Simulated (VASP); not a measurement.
Write the native input for VASP 6.6.1 that does the following.

```
Task                   : single point
Functional             : BLYP
Potentials or basis    : VASP PAW PBE potentials, release 64 (Ga_d, As)
Cutoff                 : 520 eV
k mesh                 : 6 × 6 × 6
Occupations            : gaussian, width 0.01 eV
Spin                   : no spin polarisation
Dipole correction      : no
Further INCAR settings : ALGO = Normal; EDIFF = 1e-07; NBANDS = 16
```

The structure of GaAs lies in POSCAR:

```
GaAs
1.0
    0.0000000000      2.8268500000      2.8268500000
    2.8268500000      0.0000000000      2.8268500000
    2.8268500000      2.8268500000      0.0000000000
Ga As
1 1
Direct
    0.0000000000      0.0000000000      0.0000000000
    0.2500000000      0.2500000000      0.2500000000
```

The input as run:

INCAR

```
SYSTEM = GaAs
PREC     = Accurate       ! precision mode
ENCUT    = 520            ! plane-wave cutoff, eV
EDIFF    = 1E-7           ! SCF threshold, eV
ISMEAR   = 0              ! smearing method
SIGMA    = 0.01           ! smearing width, eV
LREAL    = .FALSE.        ! projectors in reciprocal space
LASPH    = .TRUE.         ! aspherical terms in the spheres
NELM     = 80             ! most SCF steps
ALGO     = Normal         ! electronic algorithm
ISIF     = 2              ! what is computed and relaxed
LWAVE    = .FALSE.        ! write WAVECAR
LCHARG   = .TRUE.         ! write CHGCAR
GGA      = B5             ! functional
ALDAX    = 1.0          
AGGAX    = 1.0          
AGGAC    = 1.0          
ALDAC    = 0.0          
LELF     = .TRUE.         ! ELF
LVHAR    = .TRUE.       
NBANDS   = 16             ! bands
```

KPOINTS

```
Automatic mesh
0
G
  6 6 6
  0 0 0
```

Potentials or basis: VASP PAW PBE potentials, release 64 (Ga_d, As).

The run is started by

```console
$ cat potpaw_PBE.64/Ga_d/POTCAR potpaw_PBE.64/As/POTCAR > POTCAR
$ mpirun -np 1 vasp_std > vasp.out
```

Results of the run:

```yaml
Pressure: 7.2 GPa
Band_gap_on_the_k_mesh: 0.39 eV, direct
```

Caveat: the PAW data sets were made with another functional, which shifts forces and pressure a little.

It took 19 s on 1 thread of AMD EPYC 9R45 96-Core Processor (Zen 5), with other jobs on the host, peak memory 0.14 GiB.
